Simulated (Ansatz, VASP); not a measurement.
## Two plane-wave programs on Ta2N

The input INCAR:

```
PREC = Accurate
ENCUT = 700
EDIFF = 1E-6
ISMEAR = 0
SIGMA = 0.15
LREAL = F
LASPH = T
NELM = 120
ALGO = Normal
ISIF = 2
LWAVE = F
LCHARG = F
GGA = PS
NBANDS = 22
GGA_COMPAT = F
```

KPOINTS

```
regular mesh
0
Gamma
  15 15 8
```

Contents of POSCAR:

```
Ta2N
1.0
    3.0782595490      0.0000000000      0.0000000000
   -1.5391297745      2.6658509688      0.0000000000
    0.0000000000      0.0000000000      4.6550952842
Ta N
2 1
Direct
    0.6666666667      0.3333333333      0.7463700642
    0.3333333333      0.6666666667      0.2536299358
    0.0000000000      0.0000000000      0.0000000000
```

Input for Ansatz:

```yaml
crystal:
  lattice:
    - [3.078259549, 0.0, 0.0]
    - [-1.5391297745, 2.6658509688, 0.0]
    - [0.0, 0.0, 4.6550952842]
  atoms:
    - { symbol: Ta, position: [0.6666666667, 0.3333333333, 0.7463700642] }
    - { symbol: Ta, position: [0.3333333333, 0.6666666667, 0.2536299358] }
    - { symbol: "N", position: [0.0, 0.0, 0.0] }
basis:
  ecutwfc: 520.0
kpoints:
  mp_grid: { grid: [15, 15, 8] }
hamiltonian:
  xc: pbesol
  pseudopotentials: { kind: paw, azcp: { folder: soft_1 } }
scf:
  occupations: { method: gaussian, width: 0.15 }
output:
  forces: true
  stress: true
  eigenvalues: true
  write_density: true
  write_potential: true
  elf: true
  volumetric_format: npy
```

Change from the starting cell: engineering shear strain xy +0.0000, normal strain along z -0.0350.

Alike in both runs: task single point; functional PBEsol; k mesh 15 × 15 × 8; occupations gaussian, width 0.15 eV; no spin polarisation.

|  | VASP | Ansatz |
| --- | --- | --- |
| version | VASP 6.6.1 | Ansatz 0.2.0 |
| potentials or method | VASP PAW PBE potentials, release 64 (Ta_sv_GW, N), cutoff 700 eV | scalar-relativistic, plane waves, PAW |
| valence electrons in the cell | 31 | 31 |

|  | VASP | Ansatz | Ansatz less VASP |
| --- | --- | --- | --- |
| gap on the k mesh at the Fermi level (eV) | none | none | - |
| pressure (GPa) | 11.9 | 11.9 | -0.02 |
| traceless stress, the component that is largest in VASP (GPa) | 5.90 | 6.02 | +0.113 |
| rms of the force components (eV/Å) | 0.007 | 0.028 | +0.0211 |

VASP's potentials were made for PBE, not for PBEsol, and Ansatz warns of the same on its side. Atom by atom the forces differ by 0.021 eV/Å (rms over components). A gap of «none» marks a metal or a gap that the smearing closes.

Neither program's run includes spin-orbit coupling.
